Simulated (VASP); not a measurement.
# BaF2 (Fm-3m) in VASP: further runs, part 2 of 2

VASP 6.6.1. Earlier steps stand in the parts before.

## Step 3: Single point, PBE (19.09 Å³/atom)

This run uses another cell than the first one, of 19.09 Å³/atom.

INCAR reads:

```
ALGO     = Normal         # electronic algorithm
EDIFF    = 1E-6           # SCF threshold, eV
ENCUT    = 1350           # plane-wave cutoff, eV
GGA      = PE             # functional
GGA_COMPAT= False        
ISIF     = 2              # what is computed and relaxed
ISMEAR   = 0              # smearing method
LASPH    = True           # aspherical terms in the spheres
LCHARG   = False          # write CHGCAR
LREAL    = False          # projectors in reciprocal space
LWAVE    = False          # write WAVECAR
NBANDS   = 19             # bands
NELM     = 120            # most SCF steps
PREC     = Accurate       # precision mode
SIGMA    = 0.02           # smearing width, eV
```

KPOINTS reads:

```
k-points
0
Gamma
  6 6 6
```

POSCAR reads:

```
BaF2
1.0
    0.0000000000      3.0592483529      3.0592483529
    3.0592483529      0.0000000000      3.0592483529
    3.0592483529      3.0592483529      0.0000000000
Ba F
1 2
Direct
    0.0000000000      0.0000000000      0.0000000000
    0.2500000000      0.2500000000      0.2500000000
    0.7500000000      0.7500000000      0.7500000000
```

Potentials or basis: VASP PAW PBE potentials, release 64 (Ba_sv, F_h).

Launch:

```bash
$ cat potpaw_PBE.64/Ba_sv/POTCAR potpaw_PBE.64/F_h/POTCAR > POTCAR
$ mpirun -np 1 vasp_std > vasp.out
```

OUTCAR:

```text
EDIFF = 1E-6
   ENCUT = 1350
   GGA = PE
   ISIF = 2
   ISMEAR = 0
   LASPH = True
   LREAL = False
   NELM = 120
   PREC = Accurate

 ion  position               nearest neighbor table
   1  0.000  0.000  0.000-   3 2.65   3 2.65   2 2.65   3 2.65   2 2.65   2 2.65   3 2.65   2 2.65

   2  0.250  0.250  0.250-   1 2.65   1 2.65   1 2.65   1 2.65
   3  0.750  0.750  0.750-   1 2.65   1 2.65   1 2.65   1 2.65

  LATTYP: Found a face centered cubic cell.
 ALAT       =     6.1184967058

  Lattice vectors:

 A1 = (   0.0000000000,   3.0592483529,   3.0592483529)
 A2 = (   3.0592483529,   0.0000000000,   3.0592483529)
 A3 = (   3.0592483529,   3.0592483529,   0.0000000000)

Analysis of symmetry for initial positions (statically):
=====================================================================
 Subroutine PRICEL returns:
 Original cell was already a primitive cell.

 Routine SETGRP: Setting up the symmetry group for a
 face centered cubic supercell.

[... 155 lines left out ...]
  ---------------------------------------------------
  free energy    TOTEN  =       -17.06725560 eV

  energy without entropy =      -17.06725560  energy(sigma->0) =      -17.06725560

 E-fermi :  -1.4783     XC(G=0):  -8.8828

 val. band max:       -1.6205576468   @ k =  -0.1667   0.1667   0.0000
 cond. band min:       5.3418453062   @ k =   0.0000   0.0000   0.0000
 fundamental gap:      6.9624029530
 Fermi energy:        -1.4783166990

 k-point     1 :       0.0000    0.0000    0.0000
  band No.  band energies     occupation
      1     -24.6088      2.00000
      2     -20.6008      2.00000
      3     -20.4893      2.00000
      4      -9.3828      2.00000
      5      -9.3828      2.00000
      6      -9.3828      2.00000
[... 329 lines left out ...]
      6      -9.3487      2.00000
[... 11 lines left out ...]
     18      13.2542      0.00000
     19      13.5915      0.00000

------------------------ aborting loop because EDIFF is reached ----------------------------------------

  FORCE on cell =-STRESS in cart. coord.  units (eV):
  Direction    XX          YY          ZZ          XY          YZ          ZX
  --------------------------------------------------------------------------------------
  -------------------------------------------------------------------------------------
  Total        1.8020360      1.8020360      1.8020360     -0.0000000     -0.0000000      0.0000000
  in kB       50.4196522     50.4196522     50.4196522     -0.0000000     -0.0000000      0.0000000
  external PRESSURE =      50.4196522 kB  Pullay stress =       0.0000000 kB

 VOLUME and BASIS-vectors are now :
 -----------------------------------------------------------------------------
  energy-cutoff  :     1350.00
  volume of cell :       57.26
      direct lattice vectors                 reciprocal lattice vectors
     0.000000000  3.059248353  3.059248353    -0.163438839  0.163438839  0.163438839
     3.059248353  0.000000000  3.059248353     0.163438839 -0.163438839  0.163438839
     3.059248353  3.059248353  0.000000000     0.163438839  0.163438839 -0.163438839

 POSITION                                       TOTAL-FORCE (eV/Angst)
 -----------------------------------------------------------------------------------
      0.00000      0.00000      0.00000         0.000000      0.000000     -0.000000
      1.52962      1.52962      1.52962         0.000000     -0.000000     -0.000000
      4.58887      4.58887      4.58887        -0.000000      0.000000      0.000000
 -----------------------------------------------------------------------------------
    total drift:                                0.000000      0.000000      0.000000

  FREE ENERGIE OF THE ION-ELECTRON SYSTEM (eV)
  ---------------------------------------------------
  free  energy   TOTEN  =       -17.0672556033 eV

  energy  without entropy=      -17.0672556033  energy(sigma->0) =      -17.06725560
```

stdout:

```text
POSCAR found type information on POSCAR BaF
 POSCAR found :  2 types and       3 ions
 scaLAPACK will be used
 LDA part: xc-table for (Slater+PW92), standard interpolation
 POSCAR, INCAR and KPOINTS ok, starting setup
 FFT: planning ... GRIDC
 FFT: planning ... GRID_SOFT
 FFT: planning ... GRID
 WAVECAR not read
 entering main loop
```

Wall time 56 s (1 thread of Intel Xeon Platinum 8488C (Sapphire Rapids), shared host); peak memory 0.41 GiB.

What came out:

```yaml
Free_energy: -17.0673 eV
Pressure: 5.0 GPa
Band_gap_on_the_k_mesh: 6.96 eV (least direct gap 7.04 eV)
```

Caveat: the cell stands under pressure; spin-orbit coupling is left out, which moves the levels of the heavy elements.

## Step 4: Single point, PBE (18.48 Å³/atom)

This run uses another cell than the first one, of 18.48 Å³/atom.

INCAR reads:

```
SYSTEM = BaF2
ALGO = Normal ; EDIFF = 1E-6
ENCUT = 1350 ; GGA = PE
GGA_COMPAT = .False. ; ISIF = 2
ISMEAR = 0 ; LASPH = .True.
LCHARG = .False. ; LREAL = .False.
LWAVE = .False. ; NBANDS = 19
NELM = 120 ; PREC = Accurate
SIGMA = 0.02
```

KPOINTS reads:

```
k-points
0
Gamma
  6 6 6
  0 0 0
```

POSCAR reads:

```
BaF2
1.0
    0.0000000000      3.0263506597      3.0263506597
    3.0263506597      0.0000000000      3.0263506597
    3.0263506597      3.0263506597      0.0000000000
Ba F
1 2
Direct
    0.0000000000      0.0000000000      0.0000000000
    0.2500000000      0.2500000000      0.2500000000
    0.7500000000      0.7500000000      0.7500000000
```

Launch:

```bash
$ cat potpaw_PBE.64/Ba_sv/POTCAR potpaw_PBE.64/F_h/POTCAR > POTCAR
$ mpirun -np 1 vasp_std > vasp.out
```

Wall time 1.9 min (1 thread of Intel Xeon Platinum 8259CL at 2.50GHz (Skylake/Cascade Lake), shared host); peak memory 0.41 GiB.

The run converged. Its results:

| Item | Value |
| --- | --- |
| Free energy | -16.9906 eV |
| Pressure | 7.7 GPa |
| Band gap on the k mesh | 7.11 eV (least direct gap 7.21 eV) |

Levels at points of the mesh, in eV from the valence-band top:
```
           k point  band 10  band 11  band 12  band 13  band 14  band 15
(0.00, 0.00, 0.00)    -0.10    -0.10    -0.10     7.11     9.46     9.46
(0.50, 0.00, 0.00)    -0.34    -0.14    -0.14     9.49     9.49     9.57
(0.50, 0.50, 0.00)    -0.25    -0.25    -0.18     7.39     9.39    11.12
```

Caveat: the cell stands under pressure; spin-orbit coupling is left out, which moves the levels of the heavy elements.

## Step 5: The runs side by side

```csv
cell,gap on the mesh (eV),pressure (GPa)
"a = 4.232 Å, angles 60.0°, 3 atoms",7.26,11.0
"a = 4.326 Å, angles 60.0°, 3 atoms",6.96,5.0
"a = 4.280 Å, angles 60.0°, 3 atoms",7.11,7.7
```

Alike in all rows: task single point; level PBE; potentials or basis VASP PAW PBE potentials, release 64 (Ba_sv, F_h); no spin polarisation; k mesh 6 × 6 × 6; cutoff (eV) 1350; smearing gaussian 0.02 eV.

Caveats: the cell stands under pressure; spin-orbit coupling is left out, which moves the levels of the heavy elements.

Total energies depend on the potentials used, so only differences within one code and one set of settings carry meaning.
